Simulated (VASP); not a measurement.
# InP: single point with PBEsol-based global hybrid

InP:

```
In P
1.0
     0.00000    2.93050    2.93050
     2.93050    0.00000    2.93050
     2.93050    2.93050    0.00000
In P
1 1
Direct
  0.00000 0.00000 0.00000
  0.75000 0.75000 0.75000
```

| Item | Value |
| --- | --- |
| Program | VASP 6.6.1 |
| Task | single point |
| Functional | PBEsol-based global hybrid |
| Potentials or basis | VASP PAW PBE potentials, release 64 (In_d, P) |
| Cutoff | 520 eV |
| k mesh | 4 × 4 × 4 |
| Occupations | fermi-dirac, width 0.05 eV |
| Spin | no spin polarisation |

* Pressure: -0.8 GPa
* Band gap on the k mesh: 2.15 eV, direct

Levels at points of the mesh, in eV from the valence-band top:
```tsv
k point	band 6	band 7	band 8	band 9	band 10	band 11	band 12	band 13
(0.00, 0.00, 0.00)	-12.82	0.00	0.00	0.00	2.15	5.59	5.59	5.59
(0.50, 0.00, 0.00)	-10.92	-6.37	-1.08	-1.08	2.90	6.33	6.33	8.64
(0.50, 0.50, 0.00)	-10.19	-6.36	-2.59	-2.59	2.97	3.64	11.09	11.61
```

Run time: 10 min on 1 thread of AMD EPYC 7R43 64-Core Processor (Zen 3), with other jobs on the host, peak memory 0.15 GiB.

Caveat: the k points lie up to 0.46 Å⁻¹ apart; the PAW data sets were made with another functional, which shifts forces and pressure a little; spin-orbit coupling is left out, which moves the levels of the heavy elements.
